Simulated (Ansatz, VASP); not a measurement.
# One calculation of NaCl, two programs

```xyz
2
Lattice="0.0000 2.7941 2.7941 2.7941 0.0000 2.7941 2.7941 2.7941 0.0000" Properties=species:S:1:pos:R:3 pbc="T T T"
Na    0.0000    0.0000    0.0000
Cl    2.7941    2.7941    2.7941
```

Alike in both runs: task relaxation of cell and atoms; functional PBE; dispersion D3(BJ); k mesh 8 × 8 × 8; occupations gaussian, width 0.02 eV; no spin polarisation.

|  | VASP | Ansatz |
| --- | --- | --- |
| version | VASP 6.6.1 | Ansatz 0.2.0 |
| potentials or method | VASP PAW PBE potentials, release 64 (Na_pv, Cl), cutoff 600 eV | scalar-relativistic, plane waves, PAW |
| valence electrons in the cell | 14 | 16 |

```csv
,VASP,Ansatz,Ansatz less VASP
"gap on the k mesh at the Fermi level, each at its own relaxed structure (eV)",5.23,5.23,+0.004
relaxed volume (Å³/atom),21.75,21.73,-0.022
relaxed length of the cell vector where the two differ most in proportion (Å),3.948,3.947,-0.0013
```

VASP's potentials hold 14 valence electrons a cell and Ansatz's 16, so a difference there can come from the potentials and not from the codes.
